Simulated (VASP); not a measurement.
# Si16B (a cell with a defect): single point with PBE

Si16B (a cell with a defect):

```xyz
17
Lattice="0.0000 5.4300 5.4300 5.4300 0.0000 5.4300 5.4300 5.4300 0.0000" Properties=species:S:1:pos:R:3 pbc="T T T"
Si   -0.0236   -0.0022    0.0814
Si    1.3428    1.3962    1.3845
Si    2.6962    2.7224    0.0228
Si    4.0333    4.0615    1.3972
Si    2.6422   -0.0584    2.6787
Si    4.0688    1.3244    4.0128
Si    5.4456    2.7285    2.6960
Si    6.7628    4.0551    4.0982
Si   -0.0116    2.7214    2.7704
Si    1.3694    4.0826    4.1045
Si    2.7157    5.4332    2.7607
Si    4.0636    6.7885    4.1198
Si    2.7225    2.6626    5.4891
Si    4.0844    4.0646    6.8052
Si    5.4231    5.4149    5.4505
Si    6.7732    6.7459    6.8223
B     6.9948    9.6589    6.3574
```

| Item | Value |
| --- | --- |
| Program | VASP 6.6.1 |
| Task | single point |
| Functional | PBE |
| Potentials or basis | VASP PAW PBE potentials, release 64 (Si, B) |
| Cutoff | 520 eV |
| k mesh | 2 × 2 × 2 |
| Occupations | fermi-dirac, width 0.05 eV |
| Spin | collinear spin |
| Starting moments | [0.0, 0.0, 0.0, 0.0, 0.0, 0.0, 0.0, 0.0, 0.0, 0.0, 0.0, 0.0, 0.0, 0.0, 0.0, 0.0, 1.0] μB |

The pressure is 3.1 GPa and the largest force is 0.050 eV/Å. The net moment is 0.00 μB per cell and the valence electrons inside the program's atomic spheres are Si 1.68, 1.69, 1.70, 1.67 (each value once); B 1.64.

Forces on the atoms (eV/Å):
```
Si   0.012 -0.008  0.016
Si  -0.005  0.014  0.004
Si  -0.015  0.022  0.001
Si   0.020 -0.013  0.001
Si  -0.021 -0.010 -0.009
Si   0.014  0.003 -0.032
Si  -0.024 -0.018  0.040
Si  -0.003 -0.008 -0.022
Si   0.018  0.010 -0.003
Si  -0.007  0.002 -0.005
Si   0.004 -0.003 -0.011
Si  -0.002  0.002  0.023
Si   0.007 -0.009  0.002
Si   0.017  0.000  0.007
Si   0.022 -0.014 -0.008
Si  -0.017  0.011  0.008
B   -0.022  0.018 -0.013
```

Stress tensor (GPa, compression positive):
```
 2.95  0.40 -0.38
 0.40  3.00 -0.27
-0.38 -0.27  3.24
```

Levels at points of the mesh, in eV from the Fermi level:
Spin up:
```
           k point  band 29  band 30  band 31  band 32  band 33  band 34  band 35  band 36  band 37  band 38
(0.00, 0.00, 0.00)    -1.62    -1.57    -0.85    -0.52    -0.47    -0.29     0.19     0.22     0.29     0.37
(0.50, 0.00, 0.00)    -1.48    -1.34    -1.23    -1.17    -1.01    -0.24     0.42     1.04     1.10     1.16
(0.00, 0.50, 0.00)    -1.48    -1.32    -1.22    -1.19    -1.03    -0.20     0.41     1.05     1.07     1.14
(0.00, 0.00, 0.50)    -1.56    -1.37    -1.23    -1.20    -1.18     0.16     0.79     1.08     1.10     1.10
(0.50, 0.50, 0.50)    -1.50    -1.28    -1.25    -1.18    -1.14    -0.03     0.39     1.07     1.09     1.11
(0.50, 0.50, 0.00)    -1.96    -1.87    -1.77    -1.75    -0.64     0.24     0.73     1.21     1.25     1.35
(0.00, 0.50, 0.50)    -2.01    -1.86    -1.76    -1.74    -0.64     0.10     0.64     1.24     1.35     1.48
(0.50, 0.00, 0.50)    -2.02    -1.84    -1.77    -1.74    -0.64     0.08     0.64     1.25     1.36     1.48
```
Spin down:
```tsv
k point	band 30	band 31	band 32	band 33	band 34	band 35	band 36	band 37
(0.00, 0.00, 0.00)	-1.57	-0.85	-0.52	-0.47	-0.29	0.19	0.22	0.29
(0.50, 0.00, 0.00)	-1.34	-1.23	-1.17	-1.01	-0.24	0.42	1.04	1.10
(0.00, 0.50, 0.00)	-1.32	-1.22	-1.19	-1.03	-0.20	0.41	1.05	1.07
(0.00, 0.00, 0.50)	-1.37	-1.23	-1.20	-1.18	0.16	0.79	1.08	1.10
(0.50, 0.50, 0.50)	-1.28	-1.25	-1.18	-1.14	-0.03	0.39	1.07	1.09
(0.50, 0.50, 0.00)	-1.87	-1.77	-1.75	-0.64	0.24	0.73	1.21	1.25
(0.00, 0.50, 0.50)	-1.86	-1.76	-1.74	-0.64	0.10	0.64	1.24	1.35
(0.50, 0.00, 0.50)	-1.84	-1.77	-1.74	-0.64	0.08	0.64	1.25	1.36
```

It took 8.4 min on 1 thread of Intel(R) Xeon(R) Platinum 8259CL CPU @ 2.50GHz (Skylake/Cascade Lake) (shared host), peak memory 0.7 GiB.

Caveat: the k points lie up to 0.50 Å⁻¹ apart.
